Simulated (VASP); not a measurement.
# LaSb2Au (P4/nmm) in VASP: a series of runs, part 2 of 2

VASP 6.6.1.

### Step 4. Single point, LDA

This run uses another cell than the first one, of 24.98 Å³/atom.

INCAR reads:

```
SYSTEM = LaSb2Au
ALGO = Normal
EDIFF = 1E-7
ENCUT = 520
GGA = CA
ISIF = 2
ISMEAR = -1
LASPH = .TRUE.
LCHARG = .FALSE.
LREAL = .FALSE.
LWAVE = .FALSE.
NBANDS = 42
NELM = 60
PREC = Accurate
SIGMA = 0.1
```

KPOINTS reads:

```
k-points
0
G
  6 6 3
  0 0 0
```

POSCAR reads:

```
LaSb2Au
1.0
    4.3962131034      0.0000000000      0.0000000000
    0.0000000000      4.3962131034      0.0000000000
    0.0000000000      0.0000000000     10.3384344217
La Sb Au
2 4 2
Direct
    0.5000000000      0.0000000000      0.7531500000
    0.0000000000      0.5000000000      0.2468500000
    0.5000000000      0.0000000000      0.1694000000
    0.0000000000      0.5000000000      0.8306000000
    0.0000000000      0.0000000000      0.5000000000
    0.5000000000      0.5000000000      0.5000000000
    0.0000000000      0.0000000000      0.0000000000
    0.5000000000      0.5000000000      0.0000000000
```

Potentials or basis: VASP PAW LDA potentials, release 64 (La, Sb, Au).

On the command line:

```
> cat potpaw_LDA.64/La/POTCAR potpaw_LDA.64/Sb/POTCAR potpaw_LDA.64/Au/POTCAR > POTCAR
> mpirun -np 1 vasp_std > vasp.out
```

OUTCAR:

```text
SYSTEM = LaSb2Au
   EDIFF = 1E-7
   ENCUT = 520
   GGA = CA
   ISIF = 2
   ISMEAR = -1
   LASPH = .TRUE.
   LREAL = .FALSE.
   NELM = 60
   PREC = Accurate

 ion  position               nearest neighbor table
   1  0.500  0.000  0.753-   4 3.21   4 3.21   4 3.21   4 3.21   8 3.37   8 3.37   7 3.37   7 3.37
                             5 3.42   5 3.42   6 3.42   6 3.42
   2  0.000  0.500  0.247-   3 3.21   3 3.21   3 3.21   3 3.21   7 3.37   8 3.37   8 3.37   7 3.37
                             5 3.42   6 3.42   5 3.42   6 3.42
   3  0.500  0.000  0.169-   7 2.81   8 2.81   8 2.81   7 2.81   2 3.21   2 3.21   2 3.21   2 3.21
[... 7 lines left out ...]
   7  0.000  0.000  0.000-   3 2.81   4 2.81   4 2.81   3 2.81   8 3.11   8 3.11   8 3.11   8 3.11
                             1 3.37   2 3.37   2 3.37   1 3.37
   8  0.500  0.500  0.000-   3 2.81   4 2.81   3 2.81   4 2.81   7 3.11   7 3.11   7 3.11   7 3.11
                             2 3.37   1 3.37   2 3.37   1 3.37

  LATTYP: Found a simple tetragonal cell.
 ALAT       =     4.3962131034
 C/A-ratio  =     2.3516681695

  Lattice vectors:

 A1 = (   4.3962131034,   0.0000000000,   0.0000000000)
 A2 = (   0.0000000000,   4.3962131034,   0.0000000000)
 A3 = (   0.0000000000,   0.0000000000,  10.3384344217)

Analysis of symmetry for initial positions (statically):
=====================================================================
 Subroutine PRICEL returns:
 Original cell was already a primitive cell.

 Routine SETGRP: Setting up the symmetry group for a
 simple tetragonal supercell.

 Subroutine GETGRP returns: Found 16 space group operations
 (whereof  8 operations were pure point group operations)
 out of a pool of 16 trial point group operations.

The static configuration has the point symmetry D_2d.
[... 142 lines left out ...]
     AMIX_MAG =   1.60;   BMIX_MAG =  1.00
  volume/ion in A,a.u.               =      24.98       168.55
  Fermi-wavevector in a.u.,A,eV,Ry     =   1.120119  2.116718 17.070768  1.254666
  Thomas-Fermi vector in A             =   2.256763
   LORBIT       =      0    0 simple, 1 ext, 2 COOP (PROOUT), +10 PAW based schemes
   GGA     = CA    functional components
   LHFCALC =     F    Hartree Fock is set to
   AEXX    =    0.0000 exact exchange contribution
   IVDW    =     0    specifies the selected vdW correction
   LEPSILON=     F    determine dielectric tensor
   LRPA    =     F    only Hartree local field effects (RPA)
 non-spin polarized calculation
  energy-cutoff  :      520.00
  volume of cell :      199.81
 maximum number of plane-waves:      5406
 NGX is ok and might be reduce to    36
   NGX = 17   NGY = 17   NGZ = 39

 number of electron      63.9999991 magnetization

 Free energy of the ion-electron system (eV)
  ---------------------------------------------------
  ext. energy  EPLUGINS =         0.00000000
  ---------------------------------------------------
  free energy    TOTEN  =       -45.84587989 eV

  energy without entropy =      -45.78464867  energy(sigma->0) =      -45.81526428

 E-fermi :   9.0189     XC(G=0): -10.8835

 val. band max:        8.9403576612   @ k =   0.1667   0.0000   0.3333
 cond. band min:       9.2935186246   @ k =   0.3333   0.1667   0.0000
 fundamental gap:      0.3531609634
 Fermi energy:         9.0188856617

 k-point     1 :       0.0000    0.0000    0.0000
  band No.  band energies     occupation
      1     -23.3539      2.00000
      2     -23.3523      2.00000
      3      -7.3916      2.00000
      4      -7.2573      2.00000
      5      -7.1471      2.00000
      6      -7.1471      2.00000
[... 889 lines left out ...]
     41      11.1306      0.00000
     42      11.1837      0.00000

------------------------ aborting loop because EDIFF is reached ----------------------------------------

  FORCE on cell =-STRESS in cart. coord.  units (eV):
  Direction    XX          YY          ZZ          XY          YZ          ZX
  --------------------------------------------------------------------------------------
  -------------------------------------------------------------------------------------
  Total       -0.1093506     -0.1093506     -0.6213201      0.0000000      0.0000000      0.0000000
  in kB       -0.8768386     -0.8768386     -4.9821146      0.0000000      0.0000000      0.0000000
  external PRESSURE =      -2.2452639 kB  Pullay stress =       0.0000000 kB

 VOLUME and BASIS-vectors are now :
 -----------------------------------------------------------------------------
  energy-cutoff  :      520.00
  volume of cell :      199.81
      direct lattice vectors                 reciprocal lattice vectors
     4.396213103  0.000000000  0.000000000     0.227468500  0.000000000  0.000000000
     0.000000000  4.396213103  0.000000000     0.000000000  0.227468500  0.000000000
     0.000000000  0.000000000 10.338434422     0.000000000  0.000000000  0.096726444

 POSITION                                       TOTAL-FORCE (eV/Angst)
 -----------------------------------------------------------------------------------
      2.19811      0.00000      7.78639         0.000000     -0.000000     -0.314424
      0.00000      2.19811      2.55204        -0.000000     -0.000000      0.314424
      2.19811      0.00000      1.75133         0.000000      0.000000      0.150136
      0.00000      2.19811      8.58710        -0.000000     -0.000000     -0.150136
      0.00000      0.00000      5.16922         0.000000      0.000000      0.000000
      2.19811      2.19811      5.16922         0.000000     -0.000000      0.000000
      0.00000      0.00000      0.00000         0.000000     -0.000000      0.000000
      2.19811      2.19811      0.00000        -0.000000      0.000000      0.000000
 -----------------------------------------------------------------------------------
    total drift:                                0.000000      0.000000     -0.000000

  FREE ENERGIE OF THE ION-ELECTRON SYSTEM (eV)
  ---------------------------------------------------
  free  energy   TOTEN  =       -45.8458798891 eV

  energy  without entropy=      -45.7846486671  energy(sigma->0) =      -45.81526428
```

stdout:

```text
POSCAR found type information on POSCAR LaSbAu
 POSCAR found :  3 types and       8 ions
 scaLAPACK will be used
 LDA part: xc-table for (Slater(with rela. corr.)+CA(PZ))
 , standard interpolation
 POSCAR, INCAR and KPOINTS ok, starting setup
 FFT: planning ... GRIDC
 FFT: planning ... GRID_SOFT
 FFT: planning ... GRID
 WAVECAR not read
 entering main loop
```

Run time: 3.2 min. Hardware: 1 thread of Intel Xeon 6975P-C (Granite Rapids), shared host; peak memory 0.35 GiB.

Results:

| Property | Result |
| --- | --- |
| Free energy | -45.8459 eV |
| Pressure | -0.2 GPa |
| Largest force | 0.314 eV/Å |
| Band gap on the k mesh | zero (bands 32 and 33 overlap by 0.86 eV) |

Forces in eV/Å, atoms in the order of the input:
```
La   0.000  0.000 -0.314
La   0.000  0.000  0.314
Sb   0.000  0.000  0.150
Sb   0.000  0.000 -0.150
Sb   0.000  0.000  0.000
Sb   0.000  0.000  0.000
Au   0.000  0.000  0.000
Au   0.000  0.000  0.000
```

Stress tensor (GPa, compression positive):
```
-0.09  0.00  0.00
 0.00 -0.09  0.00
 0.00  0.00 -0.50
```

Caveat: spin-orbit coupling is left out, which moves the levels of the heavy elements.

### Step 5. Single point, LDA

This run uses another cell than the first one, of 25.66 Å³/atom.

INCAR reads:

```
SYSTEM = LaSb2Au
PREC = Accurate
ENCUT = 520
EDIFF = 1E-6
ISMEAR = -1
SIGMA = 0.1
LREAL = .False.
LASPH = .True.
NELM = 100
ALGO = Normal
ISIF = 2
LWAVE = .False.
LCHARG = .False.
GGA = CA
NBANDS = 42
```

KPOINTS reads:

```
Automatic mesh
0
Gamma
  6 6 3
  0 0 0
```

POSCAR: that of step 4 with these lines changed.

```diff
@@ -2,5 +2,5 @@
 1.0
-    4.3962131034      0.0000000000      0.0000000000
-    0.0000000000      4.3962131034      0.0000000000
-    0.0000000000      0.0000000000     10.3384344217
+    4.4360000000      0.0000000000      0.0000000000
+    0.0000000000      4.4360000000      0.0000000000
+    0.0000000000      0.0000000000     10.4320000000
 La Sb Au
```

On the command line:

```
> cat potpaw_LDA.64/La/POTCAR potpaw_LDA.64/Sb/POTCAR potpaw_LDA.64/Au/POTCAR > POTCAR
> mpirun -np 1 vasp_std > vasp.out
```

It took 3 min on 1 thread of Intel Xeon 6975P-C (Granite Rapids), shared host; peak memory 0.35 GiB.

The run converged. Its results:

| Property | Result |
| --- | --- |
| Free energy | -45.7995 eV |
| Pressure | -2.5 GPa |
| Largest force | 0.228 eV/Å |
| Band gap on the k mesh | zero (bands 32 and 33 overlap by 0.84 eV) |

Forces on the atoms (eV/Å):
```
La   0.000  0.000 -0.228
La   0.000  0.000  0.228
Sb   0.000  0.000 -0.017
Sb   0.000  0.000  0.017
Sb   0.000  0.000  0.000
Sb   0.000  0.000  0.000
Au   0.000  0.000  0.000
Au   0.000  0.000  0.000
```

Stress tensor (GPa, compression positive):
```
-2.43  0.00  0.00
 0.00 -2.43  0.00
 0.00  0.00 -2.61
```

Levels at points of the mesh, in eV from the Fermi level:
```tsv
k point	band 29	band 30	band 31	band 32	band 33	band 34	band 35	band 36
(0.00, 0.00, 0.00)	-1.31	-0.60	-0.15	0.40	0.40	1.19	1.56	1.78
(0.50, 0.00, 0.00)	-1.38	-1.38	-0.78	-0.78	-0.41	-0.41	1.82	1.82
(0.50, 0.50, 0.00)	-2.11	-2.11	-1.70	-1.70	1.46	1.46	1.91	1.91
```

Caveat: spin-orbit coupling is left out, which moves the levels of the heavy elements.

### Step 6. Overview

```csv
cell,gap on the mesh (eV),pressure (GPa),largest force (eV/Å)
"a = 4.314, b = 4.314, c = 10.146 Å, 8 atoms",none,5.6,0.57
"a = 4.356, b = 4.356, c = 10.243 Å, 8 atoms",none,2.4,0.41
"a = 4.396, b = 4.396, c = 10.338 Å, 8 atoms",none,-0.2,0.31
"a = 4.436, b = 4.436, c = 10.432 Å, 8 atoms",none,-2.5,0.23
```

Alike in all rows: task single point; level LDA; potentials or basis VASP PAW LDA potentials, release 64 (La, Sb, Au); no spin polarisation; k mesh 6 × 6 × 3; cutoff (eV) 520; smearing fermi-dirac 0.1 eV.

Caveats: spin-orbit coupling is left out, which moves the levels of the heavy elements; the cell stands under pressure (at least some runs).

Total energies depend on the potentials used, so only differences within one code and one set of settings carry meaning.
